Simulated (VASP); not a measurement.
# NaF (F-43m) in VASP: G0W0 quasiparticle levels with r2SCAN

Aim: the G0W0 quasiparticle levels of NaF with r2SCAN.

Everything below comes from runs of VASP 6.6.1. Logs are shortened: lines on timing, memory, paths and dates and some standing lists are left out, and cuts for length are marked.

## (1) The cell of the first run

Symmetry: F-43m, No. 216, cubic system. The conventional cell has a = 5.063 Å, b = 5.063 Å, c = 5.063 Å, α = 90.00°, β = 90.00°, γ = 90.00°. Within 2.9 Å of Na (site symmetry -43m) lie 4 F at 2.19 Å. Within 2.9 Å of F (site symmetry -43m) lie 4 Na at 2.19 Å.

## (2) G0W0 quasiparticle levels, r2SCAN

POSCAR

```
NaF
1.0
    0.0000000000      2.5312613630      2.5312613630
    2.5312613630      0.0000000000      2.5312613630
    2.5312613630      2.5312613630      0.0000000000
Na F
1 1
Direct
    0.0000000000      0.0000000000      0.0000000000
    0.2500000000      0.2500000000      0.2500000000
```

INCAR.step1

```
PREC = Accurate
ENCUT = 500
EDIFF = 1E-8
ISMEAR = 0
SIGMA = 0.01
LREAL = False
LASPH = True
NELM = 60
ALGO = Normal
LWAVE = True
LCHARG = False
METAGGA = R2SCAN
LMIXTAU = True
```

INCAR.step2

```
PREC = Accurate
ENCUT = 500
EDIFF = 1E-8
ISMEAR = 0
SIGMA = 0.01
LREAL = False
LASPH = True
NELM = 1
ALGO = Exact
LWAVE = True
LCHARG = False
METAGGA = R2SCAN
LMIXTAU = True
NBANDS = 130
LOPTICS = True
ISTART = 1
```

INCAR.step3

```
PREC = Accurate
ENCUT = 500
EDIFF = 1E-8
ISMEAR = 0
SIGMA = 0.01
LREAL = False
LASPH = True
ALGO = EVGW0
LWAVE = False
LCHARG = False
METAGGA = R2SCAN
LMIXTAU = True
NELMGW = 1
NBANDS = 130
ENCUTGW = 140.0
NOMEGA = 96
PRECFOCK = Fast
ISTART = 1
NBANDSGW = 16
OMEGAMAX = 20
```

KPOINTS

```
Automatic mesh
0
Gamma
  4 4 4
```

Potentials or basis: VASP PAW PBE potentials, release 64 (Na_sv_GW, F_GW).

On the command line:

```bash
> cat potpaw_PBE.64/Na_sv_GW/POTCAR potpaw_PBE.64/F_GW/POTCAR > POTCAR
> cp INCAR.step1 INCAR
> mpirun -np 1 vasp_std > vasp.out
> cp INCAR.step2 INCAR
> mpirun -np 1 vasp_std > vasp.out
> cp INCAR.step3 INCAR
> mpirun -np 1 vasp_std > vasp.out
```

OUTCAR:

```text
PREC = Accurate
   ENCUT = 500
   EDIFF = 1E-8
   ISMEAR = 0
   LREAL = False
   LASPH = True
   METAGGA = R2SCAN
   NELMGW = 1
   ENCUTGW = 140.0
   PRECFOCK = Fast
   ISTART = 1

 ion  position               nearest neighbor table
   1  0.000  0.000  0.000-   2 2.19   2 2.19   2 2.19   2 2.19
   2  0.250  0.250  0.250-   1 2.19   1 2.19   1 2.19   1 2.19

  LATTYP: Found a face centered cubic cell.
 ALAT       =     5.0625227260

  Lattice vectors:

 A1 = (   0.0000000000,   2.5312613630,   2.5312613630)
 A2 = (   2.5312613630,   0.0000000000,   2.5312613630)
 A3 = (   2.5312613630,   2.5312613630,   0.0000000000)

Analysis of symmetry for initial positions (statically):
=====================================================================
 Subroutine PRICEL returns:
 Original cell was already a primitive cell.

 Routine SETGRP: Setting up the symmetry group for a
 face centered cubic supercell.

 Subroutine GETGRP returns: Found 24 space group operations
 (whereof 24 operations were pure point group operations)
 out of a pool of 48 trial point group operations.

The static configuration has the point symmetry T_d .

Analysis of symmetry for dynamics (positions and initial velocities):
=====================================================================
 Subroutine PRICEL returns:
 Original cell was already a primitive cell.

 Routine SETGRP: Setting up the symmetry group for a
 face centered cubic supercell.

 Subroutine GETGRP returns: Found 24 space group operations
 (whereof 24 operations were pure point group operations)
 out of a pool of 48 trial point group operations.

The dynamic configuration has the point symmetry T_d .

 Subroutine INISYM returns: Found 24 space group operations
 (whereof 24 operations are pure point group operations),
 and found     1 'primitive' translations

----------------------------------------------------------------------------------------

                                     Primitive cell

  volume of cell :      32.4370

  direct lattice vectors                    reciprocal lattice vectors
     0.000000000  2.531261363  2.531261363    -0.197529977  0.197529977  0.197529977
     2.531261363  0.000000000  2.531261363     0.197529977 -0.197529977  0.197529977
     2.531261363  2.531261363  0.000000000     0.197529977  0.197529977 -0.197529977

  length of vectors
     3.579744149  3.579744149  3.579744149     0.342131957  0.342131957  0.342131957

  position of ions in fractional coordinates (direct lattice)
     0.000000000  0.000000000  0.000000000
     0.250000000  0.250000000  0.250000000

  ion indices of the primitive-cell ions
   primitive index   ion index
                 1           1
                 2           2

----------------------------------------------------------------------------------------

 KPOINTS: Automatic mesh

Automatic generation of k-mesh.
 Grid dimensions read from file:
 generate k-points for:    4    4    4

 Generating k-lattice:

  Cartesian coordinates                     Fractional coordinates (reciprocal lattice)
    -0.049382494  0.049382494  0.049382494     0.250000000  0.000000000  0.000000000
     0.049382494 -0.049382494  0.049382494     0.000000000  0.250000000  0.000000000
     0.049382494  0.049382494 -0.049382494     0.000000000  0.000000000  0.250000000

  Length of vectors
     0.085532989  0.085532989  0.085532989

  Shift w.r.t. Gamma in fractional coordinates (k-lattice)
     0.000000000  0.000000000  0.000000000

 Subroutine IBZKPT returns following result:
 ===========================================

 Found      8 irreducible k-points:

 Following reciprocal coordinates:
            Coordinates               Weight
  0.000000  0.000000  0.000000      1.000000
  0.250000  0.000000  0.000000      8.000000
  0.500000  0.000000  0.000000      4.000000
  0.250000  0.250000  0.000000      6.000000
  0.500000  0.250000  0.000000     24.000000
 -0.250000  0.250000  0.000000     12.000000
  0.500000  0.500000  0.000000      3.000000
 -0.250000  0.500000  0.250000      6.000000
   k-points           NKPTS =      8   k-points in BZ     NKDIM =     64   number of bands    NBANDS=    130
   number of dos      NEDOS =    301   number of ions     NIONS =      2
   total plane-waves  NPLWV =  21952
   dimension x,y,z NGX =    28 NGY =   28 NGZ =   28
   dimension x,y,z NGXF=    56 NGYF=   56 NGZF=   56
   ions per type =               1   1
   NGX,Y,Z   is equivalent  to a cutoff of  13.00, 13.00, 13.00 a.u.
   NGXF,Y,Z  is equivalent  to a cutoff of  26.01, 26.01, 26.01 a.u.
 SYSTEM =  unknown system
   PREC   = accura    normal or accurate (medium, high low for compatibility)
   ISTART =      1    job   : 0-new  1-cont  2-samecut
   ICHARG =      0    charge: 1-file 2-atom 10-const
   ISPIN  =      1    spin polarized calculation?
   LNONCOLLINEAR =      F non collinear calculations
   LSORBIT =      F    spin-orbit coupling
   LASPH  =      T    aspherical Exc in radial PAW
   ENCUT  =  500.0 eV  36.75 Ry    6.06 a.u.   6.53  6.53  6.53*2*pi/ulx,y,z
   NELM   =     60;   NELMIN=  2; NELMDL=  0     # of ELM steps
   EDIFF  = 0.1E-07   stopping-criterion for ELM
   LREAL  =      F    real-space projection
   EDIFFG = 0.1E-06   stopping-criterion for IOM
   NSW    =      0    number of steps for IOM
   IBRION =     -1    ionic relax: 0-MD 1-quasi-New 2-CG
   NFREE  =      0    steps in history (QN), initial steepest desc. (CG)
   ISIF   =      0    stress and relaxation
   ISYM   =      3    0-nonsym 1-usesym 2-fastsym
   POTIM  = 0.5000    time-step for ionic-motion
   TEBEG  =    0.0;   TEEND  =   0.0 temperature during run
   PSTRESS=    0.0 pullay stress
   NELECT =      16.0000    total number of electrons
   NUPDOWN=      -1.0000    fix difference up-down
   EMIN   =  10.00;   EMAX   =-10.00  energy-range for DOS
   EFERMI =   0.00;   METHOD = LEGACY
   ISMEAR =     0;   SIGMA  =   0.01  broadening in eV -4-tet -1-fermi 0-gaus
   EFERMI_NEDOS =   21; number of points for ismear=-14 and -15
   IALGO  =     38    algorithm
   IMIX   =      4    mixing-type and parameters
     AMIX     =   0.40;   BMIX     =  1.00
     AMIX_MAG =   1.60;   BMIX_MAG =  1.00
  volume/ion in A,a.u.               =      16.22       109.45
  Fermi-wavevector in a.u.,A,eV,Ry     =   1.293504  2.444368 22.764629  1.673153
  Thomas-Fermi vector in A             =   2.425146
   LORBIT       =      0    0 simple, 1 ext, 2 COOP (PROOUT), +10 PAW based schemes
   METAGGA = R2SCAN    functional components
   LHFCALC =     T    Hartree Fock is set to
   PRECFOCK=fast      Normal, Fast or Accurate (Low or Medium for compatibility)
   ENCUT4O =  -1.0   cutoff for four orbital integrals eV
   NKREDX  =     1    reduce k-point grid by
   NKREDY  =     1    reduce k-point grid by
   NKREDZ  =     1    reduce k-point grid by
   AEXX    =    1.0000 exact exchange contribution
   HFSCREEN=    0.0000 screening length (either q_TF or 0.3 A-1)
   HFSCREENC=   0.0000 screening length for correlation (either q_TF or 0.3 A-1)
   ENCUTFOCK=  -1.0 apply spherical cutoff to Coloumb kernel
   IVDW    =     0    specifies the selected vdW correction
   LEPSILON=     F    determine dielectric tensor
   LRPA    =     F    only Hartree local field effects (RPA)
   LRPAFORCE           =     F    calculate RPA forces
   ENCUTGW             = 140.0    cutoff for response function in eV
   ENCUTGWSOFT         = 112.0    soft cutoff for Coulomb kernel in GW response function in eV
   ENCUTLF             =  -1.0    cutoff for local field effects
   NELMGW              =     1    number of iterations in solving QP/BSE equation
   NELMHF              =     1    number of iterations in the inner HF iteration
   NKREDLFX            =     1    NKREDLFY  =   1   NKREDLFZ  =   1
 non-spin polarized calculation
 Gauss-broadening in eV      SIGMA  =   0.01
  energy-cutoff  :      500.00
  volume of cell :       32.44
 maximum number of plane-waves:       869
 NGX is ok and might be reduce to    28
  NGX = 16; NGY = 16; NGZ = 16
   NGX = 13   NGY = 13   NGZ = 13
 maximum number of plane-waves:       126
 NGX is ok and might be reduce to    14

 QP shifts <psi_nk| G(iteration)W_0 |psi_nk>: iteration 1
 for sc-GW calculations column KS-energies equals QP-energies in previous step
 and V_xc(KS)=  KS-energies - (<T + V_ion + V_H > + <T+V_H+V_ion>^1  + <V_x>^1)

 k-point   1 :       0.0000    0.0000    0.0000
  band No.  KS-energies  QP-energies   sigma(KS)   V_xc(KS)     V^pw_x(r,r')   Z            occupation Imag(sigma)

      1     -52.7313     -61.2358     -42.3620     -32.1901     -49.3034       0.8361       2.0000       0.2027
      2     -23.6776     -27.8958     -29.1670     -24.8950     -37.0949       0.9874       2.0000       0.9547
      3     -23.1685     -29.1324     -36.6447     -29.7417     -41.5042       0.8640       2.0000       0.0262
      4     -23.1685     -29.1324     -36.6447     -29.7417     -41.5042       0.8640       2.0000       0.0262
      5     -23.1685     -29.1324     -36.6447     -29.7417     -41.5042       0.8640       2.0000       0.0262
      6      -3.8051      -6.2505     -25.5794     -22.5558     -29.7356       0.8088       2.0000       0.0442
[... 8 lines left out ...]
     15      18.1727      19.5810      -5.0559      -6.6569      -2.2688       0.8796       0.0000      -0.2291
     16      19.3824      20.7807      -4.7985      -6.3814      -1.9874       0.8833       0.0000      -0.0769

 k-point   2 :       0.2500    0.0000    0.0000
  band No.  KS-energies  QP-energies   sigma(KS)   V_xc(KS)     V^pw_x(r,r')   Z            occupation Imag(sigma)

      1     -52.7290     -61.2388     -42.3670     -32.1950     -49.3078       0.8366       2.0000       0.2009
      2     -23.9301     -28.5105     -31.0147     -25.9065     -38.0379       0.8967       2.0000       0.6640
      3     -23.1739     -29.1424     -36.6330     -29.7279     -41.4916       0.8644       2.0000       0.0278
      4     -23.1739     -29.1424     -36.6330     -29.7279     -41.4916       0.8644       2.0000       0.0278
      5     -22.8851     -28.2309     -34.8203     -28.7679     -40.5924       0.8833       2.0000       0.2612
      6      -4.2791      -6.8153     -24.2959     -21.1315     -28.2534       0.8015       2.0000       0.0450
[... 8 lines left out ...]
     15      18.4773      19.9678      -5.5243      -7.2328      -2.7100       0.8724       0.0000      -0.1395
     16      21.8953      23.4751      -6.2435      -8.1006      -3.1825       0.8507       0.0000      -0.2628

 k-point   3 :       0.5000    0.0000    0.0000
  band No.  KS-energies  QP-energies   sigma(KS)   V_xc(KS)     V^pw_x(r,r')   Z            occupation Imag(sigma)

      1     -52.7268     -61.2383     -42.3720     -32.1996     -49.3124       0.8367       2.0000       0.1992
      2     -24.0856     -28.5874     -31.4236     -26.0918     -38.2175       0.8443       2.0000       0.5709
      3     -23.1795     -29.1480     -36.6197     -29.7139     -41.4773       0.8643       2.0000       0.0295
      4     -23.1795     -29.1480     -36.6197     -29.7139     -41.4773       0.8643       2.0000       0.0295
      5     -22.7043     -27.7427     -34.4248     -28.6152     -40.4368       0.8673       2.0000       0.3055
      6      -4.6389      -7.2673     -23.6932     -20.4058     -27.5882       0.7995       2.0000       0.0479
[... 74 lines left out ...]
      1     -52.7253     -61.2560     -42.3751     -32.2028     -49.3152       0.8386       2.0000       0.1980
      2     -24.1594     -28.5880     -31.5281     -26.1346     -38.2634       0.8211       2.0000       0.5361
      3     -23.1966     -29.1745     -36.5772     -29.6677     -41.4315       0.8652       2.0000       0.0340
      4     -23.1966     -29.1745     -36.5772     -29.6677     -41.4315       0.8652       2.0000       0.0340
      5     -22.5832     -27.5329     -34.4026     -28.6724     -40.4871       0.8638       2.0000       0.3013
      6      -4.5772      -7.1694     -23.9397     -20.6892     -27.8879       0.7975       2.0000       0.0476
[... 8 lines left out ...]
     15      25.0866      26.2327      -4.5921      -5.8593      -1.4542       0.9045       0.0000      -0.3012
     16      25.4776      27.3216      -5.0380      -6.9550      -2.1146       0.9619       0.0000      -0.2939

 k-point   8 :      -0.2500    0.5000    0.2500
  band No.  KS-energies  QP-energies   sigma(KS)   V_xc(KS)     V^pw_x(r,r')   Z            occupation Imag(sigma)

      1     -52.7253     -61.2607     -42.3751     -32.2028     -49.3153       0.8391       2.0000       0.1981
      2     -24.1510     -28.5757     -31.5203     -26.1382     -38.2701       0.8221       2.0000       0.5401
      3     -23.2115     -29.1873     -36.5334     -29.6231     -41.3831       0.8648       2.0000       0.0342
      4     -23.1972     -29.1729     -36.5744     -29.6648     -41.4286       0.8648       2.0000       0.0342
      5     -22.5753     -27.5352     -34.4552     -28.7114     -40.5285       0.8635       2.0000       0.2977
      6      -4.2676      -6.8483     -24.5558     -21.3385     -28.5792       0.8021       2.0000       0.0455
[... 8 lines left out ...]
     15      20.6642      22.4031      -5.5336      -7.4152      -2.6308       0.9241       0.0000      -0.2495
     16      22.0316      23.8502      -7.0332      -9.1410      -3.9109       0.8628       0.0000      -0.3580
```

It took 2.7 min on 1 thread of Intel Xeon Platinum 8259CL at 2.50GHz (Skylake/Cascade Lake), shared host; peak memory 0.32 GiB.

What came out:

| Property | Result |
| --- | --- |
| Quasiparticle gap | 10.09 eV |
| Least direct quasiparticle gap | 10.09 eV |
| Band gap of the starting levels on the mesh | 6.12 eV |
| Least direct gap of the starting levels on the mesh | 6.12 eV |

Caveat: the k points lie up to 0.54 Å⁻¹ apart; bands, screening cutoff and mesh are small and nothing is extrapolated, so the quasiparticle values aren't converged; the structure was generated, so it needn't be the stable form of NaF.
